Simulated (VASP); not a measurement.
Here is a VASP 6.6.1 calculation.

INCAR

```
PREC = Accurate ; ENCUT = 520
EDIFF = 1E-7 ; ISMEAR = 0
SIGMA = 0.013000000000000001 ; LREAL = False
LASPH = True ; NELM = 80
ALGO = Normal ; ISIF = 2
LWAVE = False ; LCHARG = True
GGA = PE ; LELF = True
LVHAR = True ; NBANDS = 21
```

The input KPOINTS:

```
regular mesh
0
Gamma
  11 11 11
```

Contents of POSCAR:

```
Ge
1.0
   -2.5744897190      2.5744897190      1.3974126432
    2.5744897190     -2.5744897190      1.3974126432
    2.5744897190      2.5744897190     -1.3974126432
Ge
2
Direct
    0.5000000000      0.5000000000      0.0000000000
    0.2500000000      0.7500000000      0.5000000000
```

Potentials or basis: VASP PAW PBE potentials, release 64 (Ge_d).

Command:

```sh
$ cat potpaw_PBE.64/Ge_d/POTCAR > POTCAR
$ mpirun -np 1 vasp_std > vasp.out
```

(1) Estimate the band gap on the k mesh.

(2) What does it give for the pressure?

Results:

(1) zero (bands 14 and 15 overlap by 4.71 eV).

(2) 3.3 GPa.

Caveat: the cell stands under pressure.
